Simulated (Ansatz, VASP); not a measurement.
# One calculation of SiC, two programs

Contents of INCAR:

```
ALGO = Normal
EDIFF = 1E-6
ENCUT = 520
GGA = PS
ISIF = 2
ISMEAR = 0
LASPH = True
LCHARG = False
LREAL = False
LWAVE = False
NBANDS = 11
NELM = 60
PREC = Accurate
SIGMA = 0.05
```

KPOINTS

```
k-points
0
Gamma
  12 12 12
```

Contents of POSCAR:

```
SiC
1.0
    0.0000000000      2.0000800000      2.3479200000
    2.0000800000      0.0000000000      2.3479200000
    2.0000800000      2.0000800000      0.0000000000
Si C
1 1
Direct
    0.0000000000      0.0000000000      0.0000000000
    0.7500000000      0.7500000000      0.7500000000
```

Input for Ansatz:

```yaml
crystal:
  lattice:
    - [0.0, 2.00008, 2.34792]
    - [2.00008, 0.0, 2.34792]
    - [2.00008, 2.00008, 0.0]
  atoms:
    - { symbol: Si, position: [0.0, 0.0, 0.0] }
    - { symbol: C, position: [0.75, 0.75, 0.75] }
basis:
  ecutwfc: 420
kpoints:
  mp_grid: { grid: [12, 12, 12] }
hamiltonian:
  xc: pbesol
scf:
  occupations: { method: gaussian, width: 0.05 }
output:
  forces: true
  stress: true
  eigenvalues: true
```

Change from the starting cell: strain -0.080 along x and y, +0.080 along z, atoms carried along.

Alike in both runs: task single point; functional PBEsol; k mesh 12 × 12 × 12; occupations gaussian, width 0.05 eV; no spin polarisation.

|  | VASP | Ansatz |
| --- | --- | --- |
| version | VASP 6.6.1 | Ansatz 0.2.0 |
| potentials or method | VASP PAW PBE potentials, release 64 (Si, C), cutoff 520 eV | scalar-relativistic, plane waves, PAW |
| valence electrons in the cell | 8 | 8 |

VASP gave:

```
gap on the k mesh at the Fermi level (eV)                     : 0.15
least direct gap on the mesh (eV)                             : 3.93
pressure (GPa)                                                : 23.8
traceless stress, the component that is largest in VASP (GPa) : -38.56
```

**Question.** Which values does Ansatz return?

**Answer.** gap on the k mesh at the Fermi level (eV): 0.16; least direct gap on the mesh (eV): 3.94; pressure (GPa): 23.4; traceless stress, the component that is largest in VASP (GPa): -38.56.

VASP's potentials were made for PBE, not for PBEsol.
